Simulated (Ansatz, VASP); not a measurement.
**One calculation of Bi2Te3, two programs**

The input INCAR:

```
SYSTEM = Bi2Te3
PREC = Accurate
ENCUT = 520
EDIFF = 1E-7
ISMEAR = 0
SIGMA = 0.1
LREAL = .False.
LASPH = .True.
NELM = 100
ALGO = Normal
ISIF = 2
LWAVE = .False.
LCHARG = .False.
GGA = PS
NBANDS = 32
```

File KPOINTS:

```
Automatic mesh
0
Gamma
  3 3 3
  0 0 0
```

File POSCAR:

```
Bi2Te3
1.0
    2.2085012539      1.2750787934      9.9466700000
   -2.2085012539      1.2750787934      9.9466700000
    0.0000000000     -2.5501575869      9.9466700000
Bi Te
2 3
Direct
    0.8120000000      0.8120000000      0.8120000000
    0.4020000000      0.4020000000      0.4020000000
    0.6110000000      0.6110000000      0.6110000000
    0.2000000000      0.2000000000      0.2000000000
    0.0000000000      0.0000000000      0.0000000000
```

Input for Ansatz:

```yaml
crystal:
  lattice:
    - [2.2085012539, 1.2750787934, 9.94667]
    - [-2.2085012539, 1.2750787934, 9.94667]
    - [0.0, -2.5501575869, 9.94667]
  atoms:
    - { symbol: Bi, position: [0.812, 0.812, 0.812] }
    - { symbol: Bi, position: [0.402, 0.402, 0.402] }
    - { symbol: Te, position: [0.611, 0.611, 0.611] }
    - { symbol: Te, position: [0.2, 0.2, 0.2] }
    - { symbol: Te, position: [0.0, 0.0, 0.0] }
basis:
  ecutwfc: 420
kpoints:
  mp_grid: { grid: [3, 3, 3] }
hamiltonian:
  xc: pbesol
scf:
  occupations: { method: gaussian, width: 0.1 }
output:
  forces: true
  stress: true
  eigenvalues: true
```

Alike in both runs: task single point; functional PBEsol; k mesh 3 × 3 × 3; occupations gaussian, width 0.1 eV; no spin polarisation.

|  | VASP | Ansatz |
| --- | --- | --- |
| version | VASP 6.6.1 | Ansatz 0.2.0 |
| potentials or method | VASP PAW PBE potentials, release 64 (Bi_d, Te), cutoff 520 eV | scalar-relativistic, plane waves, PAW |
| valence electrons in the cell | 48 | 78 |

VASP gave:

- gap on the k mesh at the Fermi level (eV): none
- pressure (GPa): -0.9
- traceless stress, the component that is largest in VASP (GPa): -0.66
- rms of the force components (eV/Å): 0.492

**Question.** Which values does Ansatz return?

**Answer.** gap on the k mesh at the Fermi level (eV): none; pressure (GPa): -0.9; traceless stress, the component that is largest in VASP (GPa): -0.66; rms of the force components (eV/Å): 0.484.

VASP's potentials were made for PBE, not for PBEsol. Atom by atom the forces differ by 0.009 eV/Å (rms over components). A gap of «none» marks a metal or a gap that the smearing closes. VASP's potentials hold 48 valence electrons a cell and Ansatz's 78, so a difference there can come from the potentials and not from the codes.

The k mesh is coarse, so the values compare programs but aren't converged. Spin-orbit coupling is off throughout.
